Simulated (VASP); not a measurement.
Wanted: the native input for a VASP 6.6.1 run.

* Task: relaxation of cell and atoms
* Functional: PBEsol
* Potentials or basis: VASP PAW PBE potentials, release 64 (Ti_sv)
* Cutoff: 500 eV
* k mesh: 17 × 17 × 17
* Occupations: methfessel-paxton, width 0.05 eV
* Spin: no spin polarisation
* Dipole correction: no
* Further INCAR settings: ALGO = Normal; EDIFF = 1e-07; IBRION = 2; EDIFFG = -0.01; NSW = 80; ISIF = 3

The structure of Ti lies in POSCAR:

```
Ti
1.0
    0.0000000000      2.0650000000      2.0650000000
    2.0650000000      0.0000000000      2.0650000000
    2.0650000000      2.0650000000      0.0000000000
Ti
1
Direct
    0.0000000000      0.0000000000      0.0000000000
```

This isn't the form of Ti at room conditions, which is hcp.

The input as run:

INCAR

```
SYSTEM = Ti
PREC = Accurate
ENCUT = 500
EDIFF = 1E-7
ISMEAR = 1
SIGMA = 0.05
LREAL = .False.
LASPH = .True.
NELM = 120
ALGO = Normal
ISIF = 3
LWAVE = .False.
LCHARG = .False.
GGA = PS
IBRION = 2
NSW = 80
EDIFFG = -0.01
GGA_COMPAT = .False.
NELMIN = 4
```

KPOINTS

```
regular mesh
0
Gamma
  17 17 17
  0 0 0
```

Potentials or basis: VASP PAW PBE potentials, release 64 (Ti_sv).

Command:

```sh
$ cat potpaw_PBE.64/Ti_sv/POTCAR > POTCAR
$ mpirun -np 1 vasp_std > vasp.out
```

It gave:

```
Relaxed volume                        : 16.63 Å³/atom
Relaxed cell                          : a = 2.865 Å, b = 2.865 Å, c = 2.865 Å, α = 60.00°, β = 60.00°, γ = 60.00°
Space group after relaxing (to 0.1 Å) : Fm-3m (No. 225)
Energy gained by relaxing             : 19.1 meV/atom
Ionic steps                           : 3
Pressure after relaxing               : 0.0 GPa
Band gap on the k mesh                : zero (bands 6 and 7 overlap by 1.39 eV)
```

Caveat: the PAW data sets were made with another functional, which shifts forces and pressure a little.

Run time: 31 s on 1 thread of Intel(R) Xeon(R) 6975P-C (Granite Rapids), on a shared host, peak memory 0.16 GiB.
